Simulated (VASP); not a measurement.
# P in VASP: notebook

P is run at these levels: PBE; tasks: relaxation of cell and atoms, single point.

All numbers are computed with VASP 6.6.1; they aren't measurements. Logs are shortened: lines on timing, memory, paths and dates and some standing lists are left out, and cuts for length are marked.

### 1 The cell of the first run

The structure is tetragonal, space group P4/mmm (No. 123). The conventional cell has a = 2.385 Å, b = 2.385 Å, c = 2.581 Å, α = 90.00°, β = 90.00°, γ = 90.00°. Within 3.1 Å of P (site symmetry 4/mmm) lie 6 P at 2.38 to 2.58 Å.

The cell was generated, and may not be a known phase.

### 2 Relaxation of cell and atoms, PBE

Contents of INCAR:

```
ALGO = Normal
EDIFF = 1E-6
EDIFFG = -0.04
ENCUT = 600
GGA = PE
IBRION = 2
ISIF = 3
ISMEAR = 0
LASPH = T
LCHARG = F
LREAL = F
LWAVE = F
NELM = 60
NSW = 90
PREC = Accurate
SIGMA = 0.1
```

Contents of KPOINTS:

```
k-points
0
Gamma
  8 8 6
```

Contents of POSCAR:

```
P
1.0
    2.3845623892      0.0000000000      0.0000000000
    0.0000000000      2.3845623892      0.0000000000
    0.0000000000      0.0000000000      2.5809592120
P
1
Direct
    0.0000000000      0.0000000000      0.5000000000
```

Potentials or basis: VASP PAW PBE potentials, release 64 (P).

The run is started by

```bash
cat potpaw_PBE.64/P/POTCAR > POTCAR
mpirun -np 1 vasp_std > vasp.out
```

OUTCAR:

```text
EDIFF = 1E-6
   EDIFFG = -0.04
   ENCUT = 600
   GGA = PE
   IBRION = 2
   ISIF = 3
   ISMEAR = 0
   LASPH = T
   LREAL = F
   NELM = 60
   NSW = 90
   PREC = Accurate

 ion  position               nearest neighbor table
   1  0.000  0.000  0.500-

  LATTYP: Found a simple tetragonal cell.
 ALAT       =     2.3845623892
 C/A-ratio  =     1.0823617883

  Lattice vectors:

 A1 = (   2.3845623892,   0.0000000000,   0.0000000000)
 A2 = (   0.0000000000,   2.3845623892,   0.0000000000)
 A3 = (   0.0000000000,   0.0000000000,   2.5809592120)

Analysis of symmetry for initial positions (statically):
=====================================================================
 Subroutine PRICEL returns:
 Original cell was already a primitive cell.

 Routine SETGRP: Setting up the symmetry group for a
 simple tetragonal supercell.

 Subroutine GETGRP returns: Found 16 space group operations
 (whereof 16 operations were pure point group operations)
 out of a pool of 16 trial point group operations.

The static configuration has the point symmetry D_4h.

Analysis of symmetry for dynamics (positions and initial velocities):
=====================================================================
 Subroutine PRICEL returns:
 Original cell was already a primitive cell.

 Routine SETGRP: Setting up the symmetry group for a
 simple tetragonal supercell.

 Subroutine GETGRP returns: Found 16 space group operations
 (whereof 16 operations were pure point group operations)
 out of a pool of 16 trial point group operations.

The dynamic configuration has the point symmetry D_4h.

 Subroutine INISYM returns: Found 16 space group operations
 (whereof 16 operations are pure point group operations),
 and found     1 'primitive' translations

----------------------------------------------------------------------------------------

                                     Primitive cell

  volume of cell :      14.6757

  direct lattice vectors                    reciprocal lattice vectors
     2.384562389  0.000000000  0.000000000     0.419364159  0.000000000  0.000000000
     0.000000000  2.384562389  0.000000000     0.000000000  0.419364159  0.000000000
     0.000000000  0.000000000  2.580959212     0.000000000  0.000000000  0.387452849

  length of vectors
     2.384562389  2.384562389  2.580959212     0.419364159  0.419364159  0.387452849

[... 91 lines left out ...]
   EMIN   =  10.00;   EMAX   =-10.00  energy-range for DOS
   EFERMI =   0.00;   METHOD = LEGACY
   ISMEAR =     0;   SIGMA  =   0.10  broadening in eV -4-tet -1-fermi 0-gaus
   EFERMI_NEDOS =   21; number of points for ismear=-14 and -15
   IALGO  =     38    algorithm
   IMIX   =      4    mixing-type and parameters
     AMIX     =   0.40;   BMIX     =  1.00
     AMIX_MAG =   1.60;   BMIX_MAG =  1.00
  volume/ion in A,a.u.               =      14.68        99.04
  Fermi-wavevector in a.u.,A,eV,Ry     =   1.143401  2.160715 17.787800  1.307366
  Thomas-Fermi vector in A             =   2.280096
   LORBIT       =      0    0 simple, 1 ext, 2 COOP (PROOUT), +10 PAW based schemes
   GGA     = PE    functional components
   LHFCALC =     F    Hartree Fock is set to
   AEXX    =    0.0000 exact exchange contribution
   IVDW    =     0    specifies the selected vdW correction
   LEPSILON=     F    determine dielectric tensor
   LRPA    =     F    only Hartree local field effects (RPA)
 conjugate gradient relaxation of ions
 non-spin polarized calculation
 Gauss-broadening in eV      SIGMA  =   0.10
  energy-cutoff  :      600.00
  volume of cell :       14.68
 maximum number of plane-waves:       508
 NGX is ok and might be reduce to    20
   NGX =  9   NGY =  9   NGZ = 11

--------------------------------------- Ionic step        1  -------------------------------------------

 number of electron       5.0000000 magnetization

 Free energy of the ion-electron system (eV)
  ---------------------------------------------------
  ext. energy  EPLUGINS =         0.00000000
  ---------------------------------------------------
  free energy    TOTEN  =        -5.22793934 eV

  energy without entropy =       -5.22583217  energy(sigma->0) =       -5.22688575

------------------------ aborting loop because EDIFF is reached ----------------------------------------

  FORCE on cell =-STRESS in cart. coord.  units (eV):
  Direction    XX          YY          ZZ          XY          YZ          ZX
  --------------------------------------------------------------------------------------
  -------------------------------------------------------------------------------------
  Total        0.3858223      0.3858223     -0.7270426      0.0000000      0.0000000      0.0000000
  in kB       42.1210737     42.1210737    -79.3728397      0.0000000      0.0000000      0.0000000
  external PRESSURE =       1.6231025 kB  Pullay stress =       0.0000000 kB
[... 267 lines left out ...]
--------------------------------------- Ionic step        9  -------------------------------------------

 number of electron       4.9999999 magnetization

 Free energy of the ion-electron system (eV)
  ---------------------------------------------------
  ext. energy  EPLUGINS =         0.00000000
  ---------------------------------------------------
  free energy    TOTEN  =        -5.30243965 eV

  energy without entropy =       -5.30150315  energy(sigma->0) =       -5.30197140

 E-fermi :   9.6305     XC(G=0): -11.2119

 val. band max:        9.2562325395   @ k =   0.5000   0.2500   0.0000
 cond. band min:       9.6781527769   @ k =   0.5000   0.2500   0.1667
 fundamental gap:      0.4219202374
 Fermi energy:         9.6304541890

 k-point     1 :       0.0000    0.0000    0.0000
  band No.  band energies     occupation
      1      -6.9386      2.00000
      2      13.6290      0.00000
      3      13.6290      0.00000
      4      15.9356      0.00000
      5      15.9393      0.00000
      6      16.4195      0.00000
[... 199 lines left out ...]
 k-point    24 :       0.5000    0.1250    0.1667
  band No.  band energies     occupation
      1      -2.0137      2.00000
      2       1.8490      2.00000
      3      12.5364      0.00000
      4      15.0077      0.00000
      5      19.4180      0.00000
      6      20.2807      0.00000

 [... further k-points ...]

------------------------ aborting loop because EDIFF is reached ----------------------------------------

  FORCE on cell =-STRESS in cart. coord.  units (eV):
  Direction    XX          YY          ZZ          XY          YZ          ZX
  --------------------------------------------------------------------------------------
  -------------------------------------------------------------------------------------
  Total        0.0055037      0.0055037     -0.0145366      0.0000000     -0.0000000     -0.0000000
  in kB        0.5970257      0.5970257     -1.5768920      0.0000000     -0.0000000     -0.0000000
  external PRESSURE =      -0.1276135 kB  Pullay stress =       0.0000000 kB
[... 16 lines left out ...]
  FREE ENERGIE OF THE ION-ELECTRON SYSTEM (eV)
  ---------------------------------------------------
  free  energy   TOTEN  =        -5.3024396504 eV

  energy  without entropy=       -5.3015031529  energy(sigma->0) =       -5.30197140

 reached required accuracy - stopping structural energy minimisation
```

CONTCAR:

```text
P
   1.00000000000000
     2.4983907480942160    0.0000000000000000    0.0000000000000000
     0.0000000000000000    2.4983907480942160    0.0000000000000000
    -0.0000000000000000    0.0000000000000000    2.3661996177744649
  P
     1
Direct
     0.0000000000000000    0.0000000000000000    0.5000000000000000

  0.00000000E+00  0.00000000E+00  0.00000000E+00
```

Run time: 14 s. Hardware: 1 thread of AMD EPYC 9R45 (Zen 5), shared host; peak memory 0.09 GiB.

What came out:

```
Free energy                           : -5.3024 eV
Relaxed volume                        : 14.77 Å³/atom
Relaxed cell                          : a = 2.498 Å, b = 2.498 Å, c = 2.366 Å, α = 90.00°, β = 90.00°, γ = 90.00°
Space group after relaxing (to 0.1 Å) : P4/mmm (No. 123)
Energy gained by relaxing             : 74.5 meV/atom
Ionic steps                           : 9
Pressure after relaxing               : 0.0 GPa
Band gap on the k mesh                : zero (an odd number of electrons rules out a gap without spin polarisation)
```

The path:
```csv
step,energy change (eV),largest force (eV/Å),pressure (GPa),volume (Å³)
1,0.0000,0.0000,0.16,14.68
2,-0.0401,0.0000,-1.10,14.69
3,-0.0671,0.0000,1.59,14.65
4,-0.0576,0.0000,-0.46,14.69
5,-0.0724,0.0000,0.51,14.67
6,-0.0739,0.0000,0.97,14.66
7,-0.0742,0.0000,0.82,14.67
8,-0.0743,0.0000,-0.78,14.87
9,-0.0745,0.0000,-0.01,14.77
```

Final structure:
```cif
data_structure
_symmetry_space_group_name_H-M 'P 1'
_symmetry_Int_Tables_number 1
_cell_length_a 2.4984
_cell_length_b 2.4984
_cell_length_c 2.3662
_cell_angle_alpha 90.000
_cell_angle_beta 90.000
_cell_angle_gamma 90.000
_cell_volume 14.77
loop_
_atom_site_label
_atom_site_type_symbol
_atom_site_fract_x
_atom_site_fract_y
_atom_site_fract_z
_atom_site_occupancy
P1 P 0.00000 0.00000 0.50000 1
```

Caveat: the k points lie up to 0.44 Å⁻¹ apart in the final cell, too coarse for converged energies and pressures of a metal; an odd number of electrons without spin polarisation forces a metal; a magnetic or distorted state may lie lower.

### 3 Single point, PBE (12.86 Å³/atom)

This run uses another cell than the first one, of 12.86 Å³/atom.

Contents of INCAR:

```
SYSTEM = P
PREC = Accurate
ENCUT = 520
EDIFF = 1E-7
ISMEAR = 0
SIGMA = 0.1
LREAL = .FALSE.
LASPH = .TRUE.
NELM = 60
ALGO = Normal
ISIF = 2
LWAVE = .FALSE.
LCHARG = .FALSE.
GGA = PE
NBANDS = 8
```

Contents of KPOINTS:

```
Automatic mesh
0
G
  22 22 24
  0 0 0
```

Contents of POSCAR:

```
P
1.0
    2.3411913708      0.0000000000      0.0000000000
    0.0000000000      2.3411913708      0.0000000000
    0.0000000000      0.0000000000      2.3459138353
P
1
Direct
    0.0000000000      0.0000000000      0.5000000000
```

Potentials or basis: VASP PAW PBE potentials, release 64 (P).

The run is started by

```bash
cat potpaw_PBE.64/P/POTCAR > POTCAR
mpirun -np 1 vasp_std > vasp.out
```

OUTCAR:

```text
SYSTEM = P
   PREC = Accurate
   ENCUT = 520
   EDIFF = 1E-7
   ISMEAR = 0
   LREAL = .FALSE.
   LASPH = .TRUE.
   NELM = 60
   ISIF = 2
   GGA = PE

 ion  position               nearest neighbor table
   1  0.000  0.000  0.500-

  LATTYP: Found a simple tetragonal cell.
 ALAT       =     2.3411913708
 C/A-ratio  =     1.0020171202

  Lattice vectors:

 A1 = (   2.3411913708,   0.0000000000,   0.0000000000)
 A2 = (   0.0000000000,   2.3411913708,   0.0000000000)
 A3 = (   0.0000000000,   0.0000000000,   2.3459138353)

Analysis of symmetry for initial positions (statically):
=====================================================================
 Subroutine PRICEL returns:
 Original cell was already a primitive cell.

 Routine SETGRP: Setting up the symmetry group for a
 simple tetragonal supercell.

 Subroutine GETGRP returns: Found 16 space group operations
 (whereof 16 operations were pure point group operations)
 out of a pool of 16 trial point group operations.

The static configuration has the point symmetry D_4h.

Analysis of symmetry for dynamics (positions and initial velocities):
=====================================================================
 Subroutine PRICEL returns:
 Original cell was already a primitive cell.

 Routine SETGRP: Setting up the symmetry group for a
 simple tetragonal supercell.

 Subroutine GETGRP returns: Found 16 space group operations
 (whereof 16 operations were pure point group operations)
 out of a pool of 16 trial point group operations.

The dynamic configuration has the point symmetry D_4h.

 Subroutine INISYM returns: Found 16 space group operations
 (whereof 16 operations are pure point group operations),
 and found     1 'primitive' translations

----------------------------------------------------------------------------------------
[... 111 lines left out ...]
     AMIX_MAG =   1.60;   BMIX_MAG =  1.00
  volume/ion in A,a.u.               =      12.86        86.77
  Fermi-wavevector in a.u.,A,eV,Ry     =   1.194913  2.258058 19.426623  1.427817
  Thomas-Fermi vector in A             =   2.330891
   LORBIT       =      0    0 simple, 1 ext, 2 COOP (PROOUT), +10 PAW based schemes
   GGA     = PE    functional components
   LHFCALC =     F    Hartree Fock is set to
   AEXX    =    0.0000 exact exchange contribution
   IVDW    =     0    specifies the selected vdW correction
   LEPSILON=     F    determine dielectric tensor
   LRPA    =     F    only Hartree local field effects (RPA)
 non-spin polarized calculation
 Gauss-broadening in eV      SIGMA  =   0.10
  energy-cutoff  :      520.00
  volume of cell :       12.86
 maximum number of plane-waves:       360
 NGX is ok and might be reduce to    18
   NGX =  9   NGY =  9   NGZ =  9

 number of electron       5.0000002 magnetization

 Free energy of the ion-electron system (eV)
  ---------------------------------------------------
  ext. energy  EPLUGINS =         0.00000000
  ---------------------------------------------------
  free energy    TOTEN  =        -5.18239708 eV

  energy without entropy =       -5.18103842  energy(sigma->0) =       -5.18171775

 E-fermi :  11.5060     XC(G=0): -11.8339

 val. band max:       11.4997429703   @ k =   0.1818   0.1818   0.1667
 cond. band min:      11.5063187347   @ k =   0.4545   0.2727   0.1250
 fundamental gap:      0.0065757644
 Fermi energy:        11.5060037962

 k-point     1 :       0.0000    0.0000    0.0000
  band No.  band energies     occupation
      1      -6.3295      2.00000
      2      17.1759      0.00000
      3      17.2713      0.00000
      4      17.2713      0.00000
      5      18.1081      0.00000
      6      18.1346      0.00000
      7      27.3468      0.00000
      8      37.6398      0.00000
[... 243 lines left out ...]
 k-point    24 :       0.0909    0.0909    0.0000
  band No.  band energies     occupation
      1      -5.9127      2.00000
      2      13.7052      0.00000
      3      14.8842      0.00000
      4      17.5109      0.00000
      5      20.0290      0.00000
      6      22.4395      0.00000
      7      28.5767      0.00000
      8      34.6790      0.00000

 [... further k-points ...]

------------------------ aborting loop because EDIFF is reached ----------------------------------------

  FORCE on cell =-STRESS in cart. coord.  units (eV):
  Direction    XX          YY          ZZ          XY          YZ          ZX
  --------------------------------------------------------------------------------------
  -------------------------------------------------------------------------------------
  Total        1.5281452      1.5281452      1.5282082      0.0000000      0.0000000      0.0000000
  in kB      190.4098137    190.4098137    190.4176548      0.0000000      0.0000000      0.0000000
  external PRESSURE =     190.4124274 kB  Pullay stress =       0.0000000 kB

 VOLUME and BASIS-vectors are now :
 -----------------------------------------------------------------------------
  energy-cutoff  :      520.00
  volume of cell :       12.86
      direct lattice vectors                 reciprocal lattice vectors
     2.341191371  0.000000000  0.000000000     0.427132960  0.000000000  0.000000000
     0.000000000  2.341191371  0.000000000     0.000000000  0.427132960  0.000000000
     0.000000000  0.000000000  2.345913835     0.000000000  0.000000000  0.426273116

 POSITION                                       TOTAL-FORCE (eV/Angst)
 -----------------------------------------------------------------------------------
      0.00000      0.00000      1.17296         0.000000      0.000000      0.000000
 -----------------------------------------------------------------------------------
    total drift:                               -0.000000     -0.000000     -0.000000

  FREE ENERGIE OF THE ION-ELECTRON SYSTEM (eV)
  ---------------------------------------------------
  free  energy   TOTEN  =        -5.1823970771 eV

  energy  without entropy=       -5.1810384211  energy(sigma->0) =       -5.18171775
```

stdout:

```text
POSCAR found type information on POSCAR P
 POSCAR found :  1 types and       1 ions
 scaLAPACK will be used
 LDA part: xc-table for (Slater+PW92), standard interpolation
 POSCAR, INCAR and KPOINTS ok, starting setup
 FFT: planning ... GRIDC
 FFT: planning ... GRID_SOFT
 FFT: planning ... GRID
 WAVECAR not read
 entering main loop
```

It took 39 s on 1 thread of AMD EPYC 9R45 (Zen 5), shared host; peak memory 0.16 GiB.

Results:

```yaml
Free_energy: -5.1824 eV
Pressure: 19.0 GPa
Band_gap_on_the_k_mesh: zero (an odd number of electrons rules out a gap without spin polarisation)
```

Levels at points of the mesh, in eV from the Fermi level:
```csv
k point,band 1,band 2,band 3,band 4,band 5,band 6,band 7,band 8
"(0.00, 0.00, 0.00)",-17.84,5.67,5.77,5.77,6.60,6.63,15.84,26.13
"(0.50, 0.00, 0.00)",-12.83,-9.79,9.07,9.16,9.46,14.84,14.92,17.78
"(0.50, 0.50, 0.00)",-7.31,-5.89,-5.89,0.19,12.27,17.68,17.68,18.76
"(0.00, 0.00, 0.50)",-12.87,-9.79,9.13,9.13,9.45,14.93,14.93,17.83
"(0.50, 0.00, 0.50)",-7.36,-5.93,-5.89,0.18,12.33,17.73,17.77,18.76
"(0.50, 0.50, 0.50)",-2.34,-2.34,-2.29,-0.11,4.22,4.25,4.25,10.95
```

Caveat: the cell stands under pressure; an odd number of electrons without spin polarisation forces a metal; a magnetic or distorted state may lie lower.

(Part 1 of 2 ends here.)

The gap in the log of VASP goes by the Fermi energy; the results here count the filled bands.